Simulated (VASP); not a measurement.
Write the native input for VASP 6.6.1 that does the following.

| Item | Value |
| --- | --- |
| Task | single point |
| Functional | PBE |
| Potentials or basis | VASP PAW PBE potentials, release 64 (Al) |
| Cutoff | 520 eV |
| k mesh | 18 × 18 × 18 |
| Occupations | fermi-dirac, width 0.05 eV |
| Spin | no spin polarisation |
| Dipole correction | no |
| Further INCAR settings | ALGO = Normal; EDIFF = 1e-07; NBANDS = 8 |

The structure of Al lies in POSCAR:

```
Al
1.0
    0.0000000000      1.9509377966      1.9509377966
    1.9509377966      0.0000000000      1.9509377966
    1.9509377966      1.9509377966      0.0000000000
Al
1
Direct
    0.0000000000      0.0000000000      0.0000000000
```

This cell differs from its parent crystal: volume scaled by 0.9.

The input as run:

INCAR

```
ALGO     = Normal         # electronic algorithm
EDIFF    = 1E-7           # SCF threshold, eV
ENCUT    = 520            # plane-wave cutoff, eV
GGA      = PE             # functional
ISIF     = 2              # what is computed and relaxed
ISMEAR   = -1             # smearing method
LASPH    = T              # aspherical terms in the spheres
LCHARG   = T              # write CHGCAR
LELF     = T              # ELF
LREAL    = F              # projectors in reciprocal space
LVHAR    = T            
LWAVE    = F              # write WAVECAR
NBANDS   = 8              # bands
NELM     = 60             # most SCF steps
PREC     = Accurate       # precision mode
SIGMA    = 0.05           # smearing width, eV
```

KPOINTS

```
k-points
0
Gamma
  18 18 18
```

Potentials or basis: VASP PAW PBE potentials, release 64 (Al).

Command:

```bash
$ cat potpaw_PBE.64/Al/POTCAR > POTCAR
$ mpirun -np 1 vasp_std > vasp.out
```

It gave:

- Pressure: 10.2 GPa

Run time: 28 s on 1 thread of AMD EPYC 7R43 64-Core Processor (Zen 3), on a shared host, peak memory 0.1 GiB.
